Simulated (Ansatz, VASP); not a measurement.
## KBr in VASP and in Ansatz

```
CELL_PARAMETERS angstrom
0.00000 3.30244 3.30244
3.30244 0.00000 3.30244
3.30244 3.30244 0.00000
ATOMIC_POSITIONS crystal
K 0.00000 0.00000 0.00000
Br 0.50000 0.50000 0.50000
```

Alike in both runs: task single point; functional PBE-based screened hybrid with a share of 0.1 of exact exchange and HFSCREEN = 0.3; k mesh 4 × 4 × 4; no spin polarisation.

|  | VASP | Ansatz |
| --- | --- | --- |
| version | VASP 6.6.1 | Ansatz 0.2.0 |
| potentials or method | VASP PAW PBE potentials, release 64 (K_sv, Br) | plane waves |
| plane-wave cutoff (eV) | 520 | 420 |
| occupations | gaussian, width 0.01 eV | fixed |
| valence electrons in the cell | 16 | 16 |

|  | VASP | Ansatz | Ansatz less VASP |
| --- | --- | --- | --- |
| gap on the k mesh at the Fermi level (eV) | 4.80 | 4.80 | +0.002 |
| pressure (GPa) | 0.6 | 0.6 | -0.04 |

VASP's potentials were made for PBE, not for PBE-based screened hybrid. Ansatz's warnings: stress exchange threshold loose, stress scf threshold loose.
